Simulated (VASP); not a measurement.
A run of VASP 6.6.1:

INCAR

```
PREC = Accurate
ENCUT = 520
EDIFF = 1E-7
ISMEAR = -1
SIGMA = 0.02
LREAL = False
LASPH = True
NELM = 100
ALGO = Normal
ISIF = 2
LWAVE = False
LCHARG = True
GGA = PE
LELF = True
LVHAR = True
NBANDS = 24
```

KPOINTS

```
Automatic mesh
0
Gamma
  10 10 10
```

The input POSCAR:

```
TaAs
1.0
   -1.7202506308      1.7202506308      5.8629647290
    1.7202506308     -1.7202506308      5.8629647290
    1.7202506308      1.7202506308     -5.8629647290
Ta As
2 2
Direct
    0.5000125150      1.0000125150      0.5000000000
    0.7500125150      0.7500125150      0.0000000000
    0.0825869050      0.5825869050      0.5000000000
    0.3325869050      0.3325869050      0.0000000000
```

Potentials or basis: VASP PAW PBE potentials, release 64 (Ta_pv, As).

The run is started by

```console
$ cat potpaw_PBE.64/Ta_pv/POTCAR potpaw_PBE.64/As/POTCAR > POTCAR
$ mpirun -np 1 vasp_std > vasp.out
```

Hardware: 1 thread of AMD EPYC 9R45 (Zen 5) (shared host).

Q: Estimate the wall time of this run.

A: Run time: 7.1 min on 1 thread of AMD EPYC 9R45 (Zen 5), with other jobs on the host, peak memory 0.37 GiB. Counts: scf iterations 14, k points 102.
